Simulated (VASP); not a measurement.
Wanted: the native input for a VASP 6.6.1 run.

```yaml
Task: electric field gradients
Functional: PBEsol
Potentials_or_basis: VASP PAW PBE potentials, release 64 (Sn_d, O)
Cutoff: 520 eV
k_mesh: 8 × 8 × 6
Occupations: fermi-dirac, width 0.01 eV
Spin: no spin polarisation
Dipole_correction: no
Further_INCAR_settings: ALGO = Normal; EDIFF = 1e-08; NBANDS = 28
```

The structure of SnO lies in POSCAR:

```
SnO
1.0
    3.8020000000      0.0000000000      0.0000000000
    0.0000000000      3.8020000000      0.0000000000
    0.0000000000      0.0000000000      4.7392800000
Sn O
2 2
Direct
    0.0000000000      0.5000000000      0.2385000000
    0.5000000000      0.0000000000      0.7615000000
    0.0000000000      0.0000000000      0.0000000000
    0.5000000000      0.5000000000      0.0000000000
```

This cell differs from its parent crystal: zz strain of -2 %.

These files were run (other wordings do the same):

INCAR

```
SYSTEM = SnO
PREC     = Accurate       ! precision mode
ENCUT    = 520            ! plane-wave cutoff, eV
EDIFF    = 1E-8           ! SCF threshold, eV
ISMEAR   = -1             ! smearing method
SIGMA    = 0.01           ! smearing width, eV
LREAL    = .FALSE.        ! projectors in reciprocal space
LASPH    = .TRUE.         ! aspherical terms in the spheres
NELM     = 80             ! most SCF steps
ALGO     = Normal         ! electronic algorithm
ISIF     = 2              ! what is computed and relaxed
LWAVE    = .FALSE.        ! write WAVECAR
LCHARG   = .FALSE.        ! write CHGCAR
GGA      = PS             ! functional
LEFG     = .TRUE.       
NBANDS   = 28             ! bands
```

KPOINTS

```
regular mesh
0
G
  8 8 6
  0 0 0
```

Potentials or basis: VASP PAW PBE potentials, release 64 (Sn_d, O).

Command:

```sh
$ cat potpaw_PBE.64/Sn_d/POTCAR potpaw_PBE.64/O/POTCAR > POTCAR
$ mpirun -np 1 vasp_std > vasp.out
```

It gave:

| Item | Value |
| --- | --- |
| Pressure | 1.9 GPa |
| Largest force | 0.518 eV/Å |
| Band gap on the k mesh | 0.02 eV (least direct gap 1.84 eV) |
| Largest electric field gradient by atom | Sn -158.9; O -3.1 V/Å² |

Caveat: the cell differs from its parent crystal (zz strain of -2 %); semilocal functionals underestimate gaps, and a narrow one can read as zero; without QUAD_EFG the Cq values of the log hold for a quadrupole moment of 1 mb, not for the nuclei; the PAW data sets were made with another functional, which shifts forces and pressure a little; spin-orbit coupling is left out, which moves the levels of the heavy elements.

It took 2.8 min on 1 thread of Intel Xeon 8259CL, on a shared host, peak memory 0.24 GiB.
